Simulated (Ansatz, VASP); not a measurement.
# One calculation of RbBr, two programs

The input INCAR:

```
SYSTEM = RbBr
PREC = Accurate
ENCUT = 520
EDIFF = 1E-6
ISMEAR = -1
SIGMA = 0.03
LREAL = .False.
LASPH = .True.
NELM = 100
ALGO = Normal
ISIF = 2
LWAVE = .False.
LCHARG = .False.
GGA = CA
NBANDS = 15
```

The input KPOINTS:

```
Automatic mesh
0
Gamma
  6 6 6
  0 0 0
```

File POSCAR:

```
RbBr
1.0
    0.0000000000      3.5237313002      3.5237313002
    3.5237313002      0.0000000000      3.5237313002
    3.5237313002      3.5237313002      0.0000000000
Rb Br
1 1
Direct
    0.0000000000      0.0000000000      0.0000000000
    0.5000000000      0.5000000000      0.5000000000
```

Input for Ansatz:

```yaml
crystal:
  lattice:
    - [0.0, 3.5237313002, 3.5237313002]
    - [3.5237313002, 0.0, 3.5237313002]
    - [3.5237313002, 3.5237313002, 0.0]
  atoms:
    - { symbol: Rb, position: [0.0, 0.0, 0.0] }
    - { symbol: Br, position: [0.5, 0.5, 0.5] }
kpoints:
  mp_grid: { grid: [6, 6, 6] }
scf:
  occupations: { method: fermi_dirac, width: 0.03 }
hamiltonian:
  xc: lda
  pseudopotentials: { kind: all_electron, lapw: { basis_error: 0.001 } }
output:
  forces: true
  stress: true
  eigenvalues: true
```

Change from the starting cell: volume scaled by 1.06.

Alike in both runs: task single point; functional LDA; k mesh 6 × 6 × 6; occupations fermi-dirac, width 0.03 eV; no spin polarisation.

|  | VASP | Ansatz |
| --- | --- | --- |
| version | VASP 6.6.1 | Ansatz 0.2.0 |
| potentials or method | VASP PAW LDA potentials, release 64 (Rb_sv, Br), cutoff 520 eV | all-electron LAPW, scalar-relativistic |

VASP gave:

| Quantity | Value |
| --- | --- |
| gap on the k mesh at the Fermi level (eV) | 3.77 |
| pressure (GPa) | -2.0 |

Question: What did Ansatz give for the same quantities?

Answer: gap on the k mesh at the Fermi level (eV): 3.76; pressure (GPa): -2.0.

LDA's correlation is that of Perdew and Zunger in VASP and of Perdew and Wang (1992) in Ansatz. Ansatz ran all-electron here, and VASP with PAW potentials.
